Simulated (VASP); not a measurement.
**Al7Ni8 (a cell with a defect) (vacancy hop of Al): single point with PBE**

Al7Ni8 (a cell with a defect) (vacancy hop of Al):

```
Ni Al
1.0
     5.78365    0.00000    0.00000
     0.00000    5.78365    0.00000
     0.00000    0.00000    5.78365
Ni Al
8 7
Direct
  0.98031 0.97845 0.99966
  0.01332 0.01156 0.49811
  0.98009 0.51970 0.99976
  0.01319 0.48662 0.49799
  0.52105 0.97874 0.99965
  0.48802 0.01179 0.49817
  0.52145 0.51960 0.99968
  0.48833 0.48657 0.49808
  0.25058 0.24933 0.13617
  0.25076 0.74906 0.24990
  0.25070 0.74880 0.75250
  0.75076 0.24908 0.24990
  0.75093 0.24916 0.75250
  0.75062 0.74929 0.27234
  0.75063 0.74928 0.72830
```

```
Program                : VASP 6.6.1
Task                   : single point
Functional             : PBE
Potentials or basis    : VASP PAW PBE potentials, release 64 (Ni, Al)
Cutoff                 : 520 eV
k mesh                 : 3 × 3 × 3
Occupations            : methfessel-paxton, width 0.1 eV
Spin                   : no spin polarisation
Dipole correction      : no
Further INCAR settings : LREAL = Auto; ALGO = Normal; EDIFF = 1e-06; NBANDS = 64
```

The pressure is -2.3 GPa and the largest force is 1.479 eV/Å.

Forces on the atoms (eV/Å):
```
Ni   0.078  0.085 -0.104
Ni   0.006  0.007 -0.126
Ni   0.079 -0.077 -0.106
Ni   0.007 -0.006 -0.126
Ni  -0.076  0.078 -0.106
Ni  -0.004  0.005 -0.126
Ni  -0.086 -0.079 -0.104
Ni  -0.007 -0.006 -0.126
Al   0.003 -0.004  1.479
Al   0.003  0.000 -0.086
Al   0.000  0.007 -0.095
Al   0.001 -0.004 -0.086
Al  -0.005 -0.001 -0.094
Al   0.001 -0.001 -0.162
Al   0.002 -0.003 -0.031
```

Stress tensor (GPa, compression positive):
```
-1.74  0.00  0.00
 0.00 -1.74  0.00
 0.00  0.00 -3.31
```

Levels at points of the mesh, in eV from the Fermi level:
```
           k point  band 48  band 49  band 50  band 51  band 52  band 53  band 54  band 55
(0.00, 0.00, 0.00)    -1.02    -0.98    -0.87    -0.56    -0.56    -0.52     1.45     1.45
```

Wall time 4.7 min on 1 thread of AMD EPYC 9R45 96-Core Processor (Zen 5), on a shared host, peak memory 0.34 GiB.

Caveat: the k points lie up to 0.36 Å⁻¹ apart. Spin polarisation is off, so any magnetic state and its effect on volume and gap are missing.
